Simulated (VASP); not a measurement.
# Hf3S5 (F-43m) in VASP: further runs

Hf3S5 is run at these levels: PBE; tasks: single point.

Program: VASP 6.6.1. These are calculated values, not measurements. Logs are shortened: lines on timing, memory, paths and dates and some standing lists are left out, and cuts for length are marked.

### Step 1. The cell of the first run

It takes space group F-43m (No. 216, cubic). The conventional cell has a = 10.386 Å, b = 10.386 Å, c = 10.386 Å, α = 90.00°, β = 90.00°, γ = 90.00°. Hf (site symmetry -43m) has 18 S at 4.32 to 5.19 Å and 8 Hf at 4.50 Å within 5.7 Å. Hf (site symmetry -43m) has 4 S at 2.32 Å within 3.1 Å. Within 5.6 Å of Hf (site symmetry -43m) lie 16 S at 4.29 to 4.50 Å and 10 Hf at 4.50 to 5.19 Å. Within 2.9 Å of S (site symmetry 3m) lie 1 S at 2.18 Å and 1 Hf at 2.32 Å. S (site symmetry -43m) has 4 S at 2.18 Å within 2.9 Å.

The cell was generated, and may not be a known phase.

### Step 2. Single point, PBE

INCAR

```
SYSTEM = Hf3S5
PREC = Accurate ; ENCUT = 520
EDIFF = 1E-6 ; ISMEAR = 0
SIGMA = 0.2 ; LREAL = .False.
LASPH = .True. ; NELM = 100
ALGO = Normal ; ISIF = 2
LWAVE = .False. ; LCHARG = .False.
GGA = PE ; NBANDS = 40
```

KPOINTS

```
Automatic mesh
0
Gamma
  3 3 3
  0 0 0
```

POSCAR

```
Hf3S5
1.0
    0.0000000000      5.1930276902      5.1930276902
    5.1930276902      0.0000000000      5.1930276902
    5.1930276902      5.1930276902      0.0000000000
Hf S
3 5
Direct
    0.5000000000      0.5000000000      0.5000000000
    0.2500000000      0.2500000000      0.2500000000
    0.7500000000      0.7500000000      0.7500000000
    0.1211784242      0.1211784242      0.1211784242
    0.1211784242      0.1211784242      0.6364647274
    0.1211784242      0.6364647274      0.1211784242
    0.6364647274      0.1211784242      0.1211784242
    0.0000000000      0.0000000000      0.0000000000
```

Potentials or basis: VASP PAW PBE potentials, release 64 (Hf_pv, S).

Run with:

```sh
cat potpaw_PBE.64/Hf_pv/POTCAR potpaw_PBE.64/S/POTCAR > POTCAR
mpirun -np 1 vasp_std > vasp.out
```

OUTCAR:

```text
SYSTEM = Hf3S5
   PREC = Accurate
   ENCUT = 520
   EDIFF = 1E-6
   ISMEAR = 0
   LREAL = .False.
   LASPH = .True.
   NELM = 100
   ISIF = 2
   GGA = PE

 ion  position               nearest neighbor table
   1  0.500  0.500  0.500-
   2  0.250  0.250  0.250-   5 2.32   6 2.32   7 2.32   4 2.32
   3  0.750  0.750  0.750-
   4  0.121  0.121  0.121-   8 2.18   2 2.32
   5  0.121  0.121  0.636-   8 2.18   2 2.32
   6  0.121  0.636  0.121-   8 2.18   2 2.32
   7  0.636  0.121  0.121-   8 2.18   2 2.32
   8  0.000  0.000  0.000-   4 2.18   5 2.18   6 2.18   7 2.18

  LATTYP: Found a face centered cubic cell.
 ALAT       =    10.3860553804

  Lattice vectors:

 A1 = (   0.0000000000,   5.1930276902,   5.1930276902)
 A2 = (   5.1930276902,   0.0000000000,   5.1930276902)
 A3 = (   5.1930276902,   5.1930276902,   0.0000000000)

Analysis of symmetry for initial positions (statically):
=====================================================================
 Subroutine PRICEL returns:
 Original cell was already a primitive cell.

 Routine SETGRP: Setting up the symmetry group for a
 face centered cubic supercell.

 Subroutine GETGRP returns: Found 24 space group operations
 (whereof 24 operations were pure point group operations)
 out of a pool of 48 trial point group operations.

The static configuration has the point symmetry T_d .

Analysis of symmetry for dynamics (positions and initial velocities):
=====================================================================
 Subroutine PRICEL returns:
 Original cell was already a primitive cell.

 Routine SETGRP: Setting up the symmetry group for a
 face centered cubic supercell.

 Subroutine GETGRP returns: Found 24 space group operations
 (whereof 24 operations were pure point group operations)
 out of a pool of 48 trial point group operations.

The dynamic configuration has the point symmetry T_d .

 Subroutine INISYM returns: Found 24 space group operations
 (whereof 24 operations are pure point group operations),
 and found     1 'primitive' translations

----------------------------------------------------------------------------------------

                                     Primitive cell

  volume of cell :     280.0863

  direct lattice vectors                    reciprocal lattice vectors
[... 82 lines left out ...]
   IBRION =     -1    ionic relax: 0-MD 1-quasi-New 2-CG
   NFREE  =      0    steps in history (QN), initial steepest desc. (CG)
   ISIF   =      2    stress and relaxation
   ISYM   =      2    0-nonsym 1-usesym 2-fastsym
   POTIM  = 0.5000    time-step for ionic-motion
   TEBEG  =    0.0;   TEEND  =   0.0 temperature during run
   PSTRESS=    0.0 pullay stress
   NELECT =      60.0000    total number of electrons
   NUPDOWN=      -1.0000    fix difference up-down
   EMIN   =  10.00;   EMAX   =-10.00  energy-range for DOS
   EFERMI =   0.00;   METHOD = LEGACY
   ISMEAR =     0;   SIGMA  =   0.20  broadening in eV -4-tet -1-fermi 0-gaus
   EFERMI_NEDOS =   21; number of points for ismear=-14 and -15
   IALGO  =     38    algorithm
   IMIX   =      4    mixing-type and parameters
     AMIX     =   0.40;   BMIX     =  1.00
     AMIX_MAG =   1.60;   BMIX_MAG =  1.00
  volume/ion in A,a.u.               =      35.01       236.26
  Fermi-wavevector in a.u.,A,eV,Ry     =   0.979553  1.851087 13.055118  0.959524
  Thomas-Fermi vector in A             =   2.110415
   LORBIT       =      0    0 simple, 1 ext, 2 COOP (PROOUT), +10 PAW based schemes
   GGA     = PE    functional components
   LHFCALC =     F    Hartree Fock is set to
   AEXX    =    0.0000 exact exchange contribution
   IVDW    =     0    specifies the selected vdW correction
   LEPSILON=     F    determine dielectric tensor
   LRPA    =     F    only Hartree local field effects (RPA)
 non-spin polarized calculation
 Gauss-broadening in eV      SIGMA  =   0.20
  energy-cutoff  :      520.00
  volume of cell :      280.09
 maximum number of plane-waves:      7631
 NGX is ok and might be reduce to    54
   NGX = 27   NGY = 27   NGZ = 27

 number of electron      59.9999999 magnetization

 Free energy of the ion-electron system (eV)
  ---------------------------------------------------
  ext. energy  EPLUGINS =         0.00000000
  ---------------------------------------------------
  free energy    TOTEN  =       -39.86152177 eV

  energy without entropy =      -39.54259552  energy(sigma->0) =      -39.70205864

 E-fermi :   1.9203     XC(G=0):  -7.9872

 val. band max:        1.9000955360   @ k =   0.3333   0.0000   0.0000
 cond. band min:       2.0136529571   @ k =   0.0000   0.0000   0.0000
 fundamental gap:      0.1135574211
 Fermi energy:         1.9203328024

 k-point     1 :       0.0000    0.0000    0.0000
  band No.  band energies     occupation
      1     -31.3373      2.00000
      2     -31.3373      2.00000
      3     -31.3373      2.00000
      4     -31.2402      2.00000
      5     -31.2402      2.00000
      6     -31.2402      2.00000
[... 161 lines left out ...]
     39       2.6558      0.00000
     40       2.7759      0.00000

------------------------ aborting loop because EDIFF is reached ----------------------------------------

  FORCE on cell =-STRESS in cart. coord.  units (eV):
  Direction    XX          YY          ZZ          XY          YZ          ZX
  --------------------------------------------------------------------------------------
  -------------------------------------------------------------------------------------
  Total        0.7410672      0.7410672      0.7410672     -0.0000000     -0.0000000      0.0000000
  in kB        4.2391257      4.2391257      4.2391257     -0.0000000     -0.0000000      0.0000000
  external PRESSURE =       4.2391257 kB  Pullay stress =       0.0000000 kB

 VOLUME and BASIS-vectors are now :
 -----------------------------------------------------------------------------
  energy-cutoff  :      520.00
  volume of cell :      280.09
      direct lattice vectors                 reciprocal lattice vectors
     0.000000000  5.193027690  5.193027690    -0.096282945  0.096282945  0.096282945
     5.193027690  0.000000000  5.193027690     0.096282945 -0.096282945  0.096282945
     5.193027690  5.193027690  0.000000000     0.096282945  0.096282945 -0.096282945

 POSITION                                       TOTAL-FORCE (eV/Angst)
 -----------------------------------------------------------------------------------
      5.19303      5.19303      5.19303         0.000000      0.000000      0.000000
      2.59651      2.59651      2.59651         0.000000      0.000000      0.000000
      7.78954      7.78954      7.78954         0.000000      0.000000      0.000000
      1.25857      1.25857      1.25857         0.042190      0.042190      0.042190
      3.93446      3.93446      1.25857        -0.042190     -0.042190      0.042190
      3.93446      1.25857      3.93446        -0.042190      0.042190     -0.042190
      1.25857      3.93446      3.93446         0.042190     -0.042190     -0.042190
      0.00000      0.00000      0.00000         0.000000      0.000000      0.000000
 -----------------------------------------------------------------------------------
    total drift:                                0.000000      0.000000      0.000000

  FREE ENERGIE OF THE ION-ELECTRON SYSTEM (eV)
  ---------------------------------------------------
  free  energy   TOTEN  =       -39.8615217736 eV

  energy  without entropy=      -39.5425955162  energy(sigma->0) =      -39.70205864
```

It took 3.7 min on 1 thread of Intel Xeon 8259CL, shared host; peak memory 0.42 GiB.

What came out:

| Quantity | Value |
| --- | --- |
| Free energy | -39.8615 eV |
| Pressure | 0.4 GPa |
| Largest force | 0.073 eV/Å |
| Band gap on the k mesh | zero (bands 30 and 31 overlap by 0.01 eV) |

Forces on the atoms (eV/Å):
```
Hf   0.000  0.000  0.000
Hf   0.000  0.000  0.000
Hf   0.000  0.000  0.000
S    0.042  0.042  0.042
S   -0.042 -0.042  0.042
S   -0.042  0.042 -0.042
S    0.042 -0.042 -0.042
S    0.000  0.000  0.000
```

Caveat: spin-orbit coupling is left out, which moves the levels of the heavy elements.

### Step 3. Single point, PBE

This run uses another cell than the first one, of 35.26 Å³/atom.

INCAR

```
SYSTEM = Hf3S5
PREC = Accurate
ENCUT = 520
EDIFF = 1E-6
ISMEAR = 0
SIGMA = 0.2
LREAL = .False.
LASPH = .True.
NELM = 60
ALGO = Normal
ISIF = 2
LWAVE = .False.
LCHARG = .False.
GGA = PE
NBANDS = 40
```

KPOINTS

```
regular mesh
0
Gamma
  3 3 3
  0 0 0
```

POSCAR

```
Hf3S5
1.0
    0.0000000000      5.2051516967      5.2051516967
    5.2051516967      0.0000000000      5.2051516967
    5.2051516967      5.2051516967      0.0000000000
Hf S
3 5
Direct
    0.5000000000      0.5000000000      0.5000000000
    0.2500000000      0.2500000000      0.2500000000
    0.0000000000      0.0000000000      0.0000000000
    0.6284825725      0.6284825725      0.6284825725
    0.6284825725      0.6284825725      0.1145522824
    0.6284825725      0.1145522824      0.6284825725
    0.1145522824      0.6284825725      0.6284825725
    0.7500000000      0.7500000000      0.7500000000
```

Potentials or basis: VASP PAW PBE potentials, release 64 (Hf_pv, S).

Run with:

```sh
cat potpaw_PBE.64/Hf_pv/POTCAR potpaw_PBE.64/S/POTCAR > POTCAR
mpirun -np 1 vasp_std > vasp.out
```

Run time: 3.3 min. Hardware: 1 thread of Intel Xeon 8259CL, shared host; peak memory 0.41 GiB.

Results (log left out):

```
Free energy            : -39.8668 eV
Pressure               : 0.3 GPa
Largest force          : 0.029 eV/Å
Band gap on the k mesh : zero (bands 30 and 31 overlap by 0.01 eV)
```

Forces in eV/Å, atoms in the order of the input:
```
Hf   0.000  0.000  0.000
Hf   0.000  0.000  0.000
Hf   0.000  0.000  0.000
S    0.017  0.017  0.017
S   -0.017 -0.017  0.017
S   -0.017  0.017 -0.017
S    0.017 -0.017 -0.017
S    0.000  0.000  0.000
```

Levels at points of the mesh, in eV from the Fermi level:
| k point | band 27 | band 28 | band 29 | band 30 | band 31 | band 32 | band 33 | band 34 | band 35 | band 36 |
| --- | --- | --- | --- | --- | --- | --- | --- | --- | --- | --- |
| (0.00, 0.00, 0.00) | -1.64 | -0.13 | -0.13 | -0.13 | 0.07 | 0.41 | 0.41 | 0.52 | 0.52 | 0.52 |

Caveat: spin-orbit coupling is left out, which moves the levels of the heavy elements.

The gap in the log of VASP goes by the Fermi energy; the results here count the filled bands.